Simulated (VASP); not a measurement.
Runs of VASP 6.6.1 on Te. The structure is that of space group R-3m (No. 166), or close to it. The cells are those of the table. 

```csv
cell,gap on the mesh (eV),pressure (GPa)
"a = 3.172 Å, angles 87.6°, 1 atom",none,1.3
"a = 3.201 Å, angles 87.6°, 1 atom",none,(a)
"a = 3.205 Å, angles 93.6°, 1 atom",none,(b)
"a = 3.285 Å, angles 92.7°, 1 atom",none,-3.4
"a = 3.288 Å, angles 93.6°, 1 atom",none,-3.5
```

Alike in all rows: task single point; level PBE; potentials or basis VASP PAW PBE potentials, release 64 (Te); no spin polarisation; k mesh 15 × 15 × 15; cutoff (eV) 520; smearing gaussian 0.15 eV.

Question: Fill in the values left out.

Answer: (a) -0.1; (b) -0.3.

Caveats: spin-orbit coupling is left out, which moves the levels of the heavy elements; the cell stands under tension (at least some runs).

A k mesh can miss the band edges, and the runs leave out spin-orbit coupling on Te.

A gap of «none» marks levels without a gap at the run's occupations.
